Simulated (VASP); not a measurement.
Set up this calculation in VASP 6.6.1, as the native input.

| Property | Result |
| --- | --- |
| Task | relaxation of cell and atoms |
| Functional | PBE |
| Potentials or basis | VASP PAW PBE potentials, release 64 (Sc_sv, Al) |
| Cutoff | 600 eV |
| k mesh | 7 × 7 × 7 |
| Occupations | fermi-dirac, width 0.05 eV |
| Spin | no spin polarisation |
| Dipole correction | no |
| Further INCAR settings | ALGO = Normal; EDIFF = 1e-06; IBRION = 2; EDIFFG = -0.01; NSW = 60; ISIF = 3 |

The structure of ScAl3 lies in POSCAR:

```
ScAl3
1.0
    4.0878065700      0.0000000000      0.0000000000
    0.0000000000      4.0878065700      0.0000000000
    0.0000000000      0.0000000000      4.0878065700
Sc Al
1 3
Direct
    0.0000000000      0.0000000000      0.0000000000
    0.5000000000      0.5000000000      0.0000000000
    0.0000000000      0.5000000000      0.5000000000
    0.5000000000      0.0000000000      0.5000000000
```

The input as run:

INCAR

```
SYSTEM = ScAl3
  PREC = Accurate
  ENCUT = 600
  EDIFF = 1E-6
  ISMEAR = -1
  SIGMA = 0.05
  LREAL = .False.
  LASPH = .True.
  NELM = 80
  ALGO = Normal
  ISIF = 3
  LWAVE = .False.
  LCHARG = .False.
  GGA = PE
  IBRION = 2
  NSW = 60
  EDIFFG = -0.01
```

KPOINTS

```
regular mesh
0
Gamma
  7 7 7
  0 0 0
```

Potentials or basis: VASP PAW PBE potentials, release 64 (Sc_sv, Al).

Launch:

```bash
$ cat potpaw_PBE.64/Sc_sv/POTCAR potpaw_PBE.64/Al/POTCAR > POTCAR
$ mpirun -np 1 vasp_std > vasp.out
```

Results of the run:

The relaxed volume is 17.30 Å³/atom. The relaxed cell is a = 4.105 Å, b = 4.105 Å, c = 4.105 Å, α = 90.00°, β = 90.00°, γ = 90.00°. The space group after relaxing (to 0.05 Å) is Pm-3m (No. 221), the energy gained by relaxing is 0.8 meV/atom and the ionic steps are 3. The pressure after relaxing is 0.0 GPa and the band gap on the k mesh is zero (band 10 reaches 8.13 eV, above the bottom of band 11 at 4.50 eV).

Run time: 56 s on 1 thread of AMD EPYC 7R43 64-Core Processor (Zen 3) (shared host), peak memory 0.19 GiB.
